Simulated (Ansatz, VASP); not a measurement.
Pt in VASP and in Ansatz

```
Pt
1.0
     2.76125    0.00000    0.00000
    -1.38062    2.39131    0.00000
     0.00000    0.00000    4.77107
Pt
2
Direct
  0.33333 0.66667 0.25000
  0.66667 0.33333 0.75000
```

Alike in both runs: functional PBE; k mesh 17 × 17 × 9; occupations fermi-dirac, width 0.05 eV; no spin polarisation.

Ansatz relaxed the structure, and its values are those at the end. VASP's run is a single point on that final structure, the one shown.

|  | VASP | Ansatz |
| --- | --- | --- |
| version | VASP 6.6.1 | Ansatz 0.2.0 |
| potentials or method | VASP PAW PBE potentials, release 64 (Pt) | PAW with Ansatz's default frozen-core files, scalar-relativistic |
| plane-wave cutoff (eV) | 520 | 420 |
| valence electrons in the cell | 20 | 36 |

Ansatz gave:

```
pressure (GPa) : 0.0
```

Estimate VASP's values.

pressure (GPa): -0.5.

VASP's potentials hold 20 valence electrons a cell and Ansatz's 36, so a difference there can come from the potentials and not from the codes.

Neither program's run includes spin-orbit coupling.
